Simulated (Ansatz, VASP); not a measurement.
**One calculation of CuO, two programs**

Contents of INCAR:

```
PREC = Accurate
ENCUT = 600
EDIFF = 1E-6
ISMEAR = -1
SIGMA = 0.08
LREAL = False
LASPH = True
NELM = 120
ALGO = Normal
ISIF = 2
LWAVE = False
LCHARG = True
GGA = PE
LELF = True
LVHAR = True
NBANDS = 16
GGA_COMPAT = False
```

KPOINTS

```
Automatic mesh
0
Gamma
  12 12 12
```

Contents of POSCAR:

```
CuO
1.0
    2.5834631051      0.0000000000      0.0000000000
    0.0000000000      2.5834631051      0.0000000000
    0.0000000000      0.0000000000      2.5834631051
Cu O
1 1
Direct
    0.0000000000      0.0000000000      0.0000000000
    0.5000000000      0.5000000000      0.5000000000
```

Input for Ansatz:

```yaml
crystal:
  lattice:
    - [2.5834631051, 0.0, 0.0]
    - [0.0, 2.5834631051, 0.0]
    - [0.0, 0.0, 2.5834631051]
  atoms:
    - { symbol: Cu, position: [0.0, 0.0, 0.0] }
    - { symbol: O, position: [0.5, 0.5, 0.5] }
kpoints:
  mp_grid: { grid: [12, 12, 12] }
scf:
  occupations: { method: fermi_dirac, width: 0.08 }
hamiltonian:
  xc: pbe
  pseudopotentials: { kind: all_electron, lapw: { basis_error: 0.00025 } }
output:
  forces: true
  stress: true
  eigenvalues: true
```

Change from the starting cell: volume scaled by 0.9405.

Alike in both runs: task single point; functional PBE; k mesh 12 × 12 × 12; occupations fermi-dirac, width 0.08 eV; no spin polarisation.

|  | VASP | Ansatz |
| --- | --- | --- |
| version | VASP 6.6.1 | Ansatz 0.2.0 |
| potentials or method | VASP PAW PBE potentials, release 64 (Cu, O), cutoff 600 eV | all-electron LAPW, scalar-relativistic |

```csv
,VASP,Ansatz,Ansatz less VASP
pressure (GPa),12.2,12.1,-0.06
```

Ansatz ran all-electron here, and VASP with PAW potentials.
